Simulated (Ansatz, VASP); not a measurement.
## HfSi2O6: VASP beside Ansatz

```
Hf Si O
1.0
     4.95536   -2.50794    0.00000
     4.95536    2.50794    0.00000
    -0.17645    0.00000    5.88222
Hf Si O
1 2 6
Direct
  0.45879 0.54121 0.00000
  0.51940 0.98656 0.65518
  0.01344 0.48060 0.34482
  0.79160 0.42957 0.20228
  0.30484 0.15509 0.43188
  0.57043 0.20840 0.79772
  0.12594 0.62858 0.18263
  0.84491 0.69516 0.56812
  0.37142 0.87406 0.81737
```

Alike in both runs: task single point; functional PBE; k mesh 4 × 4 × 4; occupations gaussian, width 0.1 eV; no spin polarisation.

|  | VASP | Ansatz |
| --- | --- | --- |
| version | VASP 6.6.1 | Ansatz 0.2.0 |
| potentials or method | VASP PAW PBE potentials, release 64 (Hf_pv, Si, O), cutoff 520 eV | scalar-relativistic, plane waves, PAW |
| valence electrons in the cell | 54 | 70 |

|  | VASP | Ansatz | Ansatz less VASP |
| --- | --- | --- | --- |
| gap on the k mesh at the Fermi level (eV) | 5.03 | 5.03 | 0.000 |
| least direct gap on the mesh (eV) | 5.29 | 5.29 | -0.001 |
| pressure (GPa) | -0.4 | 0.0 | +0.38 |
| rms of the force components (eV/Å) | 0.072 | 0.004 | -0.0687 |

Atom by atom the forces differ by 0.074 eV/Å (rms over components). VASP's potentials hold 54 valence electrons a cell and Ansatz's 70, so a difference there can come from the potentials and not from the codes.

Neither program's run includes spin-orbit coupling.
